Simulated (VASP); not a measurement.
# Bi2TeO4 (Fmm2) in VASP: single point with PBE

Aim: the single point of Bi2TeO4 with PBE.

Program: VASP 6.6.1. These are calculated values, not measurements. Logs are shortened: lines on timing, memory, paths and dates and some standing lists are left out, and cuts for length are marked.

### 1 The cell of the first run

It takes space group Fmm2 (No. 42, orthorhombic). Conventional cell: a = 6.121 Å, b = 12.812 Å, c = 6.464 Å, α = 90.00°, β = 90.00°, γ = 90.00°. Within 3.0 Å of Bi (site symmetry m) lie 6 O at 2.23 to 2.75 Å. Te (site symmetry mm2) has 4 O at 1.97 to 2.54 Å within 2.6 Å. Within 2.7 Å of O (site symmetry m) lie 2 Te at 1.97 to 2.54 Å and 2 Bi at 2.60 Å. O (site symmetry 2) has 4 Bi at 2.23 to 2.75 Å and 2 O at 3.06 Å within 3.1 Å.

### 2 Single point, PBE

Contents of INCAR:

```
PREC = Accurate ; ENCUT = 520
EDIFF = 1E-6 ; ISMEAR = 0
SIGMA = 0.01 ; LREAL = F
LASPH = T ; NELM = 60
ALGO = Normal ; ISIF = 2
LWAVE = F ; LCHARG = F
GGA = PE ; NBANDS = 39
```

Contents of KPOINTS:

```
Automatic mesh
0
Gamma
  8 8 8
```

Contents of POSCAR:

```
Bi2TeO4
1.0
    0.0000000000      6.4059231749      3.2321876981
    3.0603970263      0.0000000000      3.2321876981
    3.0603970263      6.4059231749      0.0000000000
Bi Te O
2 1 4
Direct
    0.2366132732      0.5686486738      0.4313513262
    0.5686486738      0.2366132732      0.7633867268
    0.0403646247      0.0403646247      0.9596353753
    0.1189849965      0.6010503210      0.8810150035
    0.6010503210      0.1189849965      0.3989496790
    0.2136829701      0.2136829701      0.2863170299
    0.7136829701      0.7136829701      0.7863170299
```

Potentials or basis: VASP PAW PBE potentials, release 64 (Bi_d, Te, O).

Command:

```sh
cat potpaw_PBE.64/Bi_d/POTCAR potpaw_PBE.64/Te/POTCAR potpaw_PBE.64/O/POTCAR > POTCAR
mpirun -np 1 vasp_std > vasp.out
```

OUTCAR:

```text
PREC = Accurate
   ENCUT = 520
   EDIFF = 1E-6
   ISMEAR = 0
   LREAL = F
   LASPH = T
   NELM = 60
   ISIF = 2
   GGA = PE

 ion  position               nearest neighbor table
   1  0.237  0.569  0.431-   6 2.23   7 2.23   4 2.60   5 2.60   7 2.75   6 2.75   3 3.16   2 3.74
                             2 3.74   2 3.88   2 3.88
   2  0.569  0.237  0.763-   6 2.23   7 2.23   5 2.60   4 2.60   7 2.75   6 2.75   3 3.16   1 3.74
                             1 3.74   1 3.88   1 3.88
   3  0.040  0.040  0.960-   5 1.97   4 1.97   4 2.54   5 2.54   2 3.16   1 3.16
   4  0.119  0.601  0.881-   3 1.97   3 2.54   1 2.60   2 2.60
   5  0.601  0.119  0.399-   3 1.97   3 2.54   1 2.60   2 2.60
   6  0.214  0.214  0.286-   1 2.23   2 2.23   1 2.75   2 2.75
   7  0.714  0.714  0.786-   1 2.23   2 2.23   1 2.75   2 2.75

  LATTYP: Found a face centered orthorhombic cell.
 ALAT       =     6.1207940526
 B/A-ratio  =     1.0561334593
 C/A-ratio  =     2.0931673635

  Lattice vectors:

 A1 = (   0.0000000000,   6.4059231749,   3.2321876981)
 A2 = (  -3.0603970263,   6.4059231749,   0.0000000000)
 A3 = (  -3.0603970263,   0.0000000000,   3.2321876981)

Analysis of symmetry for initial positions (statically):
=====================================================================
 Subroutine PRICEL returns:
 Original cell was already a primitive cell.

 Routine SETGRP: Setting up the symmetry group for a
 face centered orthorhombic supercell.

 Subroutine GETGRP returns: Found  4 space group operations
 (whereof  4 operations were pure point group operations)
 out of a pool of  8 trial point group operations.

The static configuration has the point symmetry C_2v.

Analysis of symmetry for dynamics (positions and initial velocities):
=====================================================================
 Subroutine PRICEL returns:
 Original cell was already a primitive cell.

 Routine SETGRP: Setting up the symmetry group for a
 face centered orthorhombic supercell.

 Subroutine GETGRP returns: Found  4 space group operations
 (whereof  4 operations were pure point group operations)
 out of a pool of  8 trial point group operations.

The dynamic configuration has the point symmetry C_2v.

 Subroutine INISYM returns: Found  4 space group operations
 (whereof  4 operations are pure point group operations),
 and found     1 'primitive' translations
[... 106 lines left out ...]
   LREAL  =      F    real-space projection
   EDIFFG = 0.1E-04   stopping-criterion for IOM
   NSW    =      0    number of steps for IOM
   IBRION =     -1    ionic relax: 0-MD 1-quasi-New 2-CG
   NFREE  =      0    steps in history (QN), initial steepest desc. (CG)
   ISIF   =      2    stress and relaxation
   ISYM   =      2    0-nonsym 1-usesym 2-fastsym
   POTIM  = 0.5000    time-step for ionic-motion
   TEBEG  =    0.0;   TEEND  =   0.0 temperature during run
   PSTRESS=    0.0 pullay stress
   NELECT =      60.0000    total number of electrons
   NUPDOWN=      -1.0000    fix difference up-down
   EMIN   =  10.00;   EMAX   =-10.00  energy-range for DOS
   EFERMI =   0.00;   METHOD = LEGACY
   ISMEAR =     0;   SIGMA  =   0.01  broadening in eV -4-tet -1-fermi 0-gaus
   EFERMI_NEDOS =   21; number of points for ismear=-14 and -15
   IALGO  =     38    algorithm
   IMIX   =      4    mixing-type and parameters
     AMIX     =   0.40;   BMIX     =  1.00
     AMIX_MAG =   1.60;   BMIX_MAG =  1.00
  volume/ion in A,a.u.               =      18.10       122.18
  Fermi-wavevector in a.u.,A,eV,Ry     =   1.275939  2.411175 22.150559  1.628020
  Thomas-Fermi vector in A             =   2.408623
   LORBIT       =      0    0 simple, 1 ext, 2 COOP (PROOUT), +10 PAW based schemes
   GGA     = PE    functional components
   LHFCALC =     F    Hartree Fock is set to
   AEXX    =    0.0000 exact exchange contribution
   IVDW    =     0    specifies the selected vdW correction
   LEPSILON=     F    determine dielectric tensor
   LRPA    =     F    only Hartree local field effects (RPA)
 non-spin polarized calculation
 Gauss-broadening in eV      SIGMA  =   0.01
  energy-cutoff  :      520.00
  volume of cell :      126.73
 maximum number of plane-waves:      3444
 NGX is ok and might be reduce to    54
   NGX = 27   NGY = 17   NGZ = 27

 number of electron      60.0000004 magnetization

 Free energy of the ion-electron system (eV)
  ---------------------------------------------------
  ext. energy  EPLUGINS =         0.00000000
  ---------------------------------------------------
  free energy    TOTEN  =       -37.30992399 eV

  energy without entropy =      -37.30992399  energy(sigma->0) =      -37.30992399

 E-fermi :   6.6310     XC(G=0):  -9.9797

 val. band max:        6.4843018881   @ k =   0.0000   0.0000   0.0000
 cond. band min:       6.7020260530   @ k =   0.0000   0.5000   0.5000
 fundamental gap:      0.2177241649
 Fermi energy:         6.6310269165

 k-point     1 :       0.0000    0.0000    0.0000
  band No.  band energies     occupation
      1     -17.2695      2.00000
      2     -17.2109      2.00000
      3     -17.1864      2.00000
      4     -17.1471      2.00000
      5     -17.1239      2.00000
      6     -17.1211      2.00000
[... 997 lines left out ...]
     38      11.6526      0.00000
     39      13.6352      0.00000

 [... further k-points ...]

------------------------ aborting loop because EDIFF is reached ----------------------------------------

  FORCE on cell =-STRESS in cart. coord.  units (eV):
  Direction    XX          YY          ZZ          XY          YZ          ZX
  --------------------------------------------------------------------------------------
  -------------------------------------------------------------------------------------
  Total        0.0519969      0.0272336     -0.0171531      0.0000000      0.0000000      0.0000000
  in kB        0.6573585      0.3442945     -0.2168544      0.0000000      0.0000000      0.0000000
  external PRESSURE =       0.2615995 kB  Pullay stress =       0.0000000 kB

 VOLUME and BASIS-vectors are now :
 -----------------------------------------------------------------------------
  energy-cutoff  :      520.00
  volume of cell :      126.73
      direct lattice vectors                 reciprocal lattice vectors
     0.000000000  6.405923175  3.232187698    -0.163377495  0.078052762  0.154693986
     3.060397026  0.000000000  3.232187698     0.163377495 -0.078052762  0.154693986
     3.060397026  6.405923175  0.000000000     0.163377495  0.078052762 -0.154693986

 POSITION                                       TOTAL-FORCE (eV/Angst)
 -----------------------------------------------------------------------------------
      3.06040      4.27893      2.60276        -0.000000      0.029251      0.035966
      3.06040      8.53292      2.60276        -0.000000     -0.029251      0.035966
      3.06040      6.40592      0.26093        -0.000000     -0.000000      0.059249
      4.53571      6.40592      2.32729        -0.024318     -0.000000     -0.030343
      1.58509      6.40592      2.32729         0.024318     -0.000000     -0.030343
      1.53020      3.20296      1.38133        -0.000000     -0.000000     -0.035247
      4.59060      9.60888      4.61351        -0.000000     -0.000000     -0.035247
 -----------------------------------------------------------------------------------
    total drift:                                0.000015      0.000009      0.002455

  FREE ENERGIE OF THE ION-ELECTRON SYSTEM (eV)
  ---------------------------------------------------
  free  energy   TOTEN  =       -37.3099239852 eV

  energy  without entropy=      -37.3099239852  energy(sigma->0) =      -37.30992399
```

stdout:

```text
POSCAR found type information on POSCAR BiTeO
 POSCAR found :  3 types and       7 ions
 scaLAPACK will be used
 LDA part: xc-table for (Slater+PW92), standard interpolation
 POSCAR, INCAR and KPOINTS ok, starting setup
 FFT: planning ... GRIDC
 FFT: planning ... GRID_SOFT
 FFT: planning ... GRID
 WAVECAR not read
 entering main loop
```

Run time: 21 min. Hardware: 1 thread of AMD EPYC 7R43 (Zen 3), shared host; peak memory 0.54 GiB.

What came out:

```yaml
Free_energy: -37.3099 eV
Pressure: 0.0 GPa
Largest_force: 0.059 eV/Å
Band_gap_on_the_k_mesh: 0.22 eV (least direct gap 1.31 eV)
```

Forces on the atoms (eV/Å):
```
Bi   0.000  0.029  0.036
Bi   0.000 -0.029  0.036
Te   0.000  0.000  0.059
O   -0.024  0.000 -0.030
O    0.024  0.000 -0.030
O    0.000  0.000 -0.035
O    0.000  0.000 -0.035
```

Caveat: spin-orbit coupling is left out, which moves the levels of the heavy elements. A k mesh can miss the band edges.
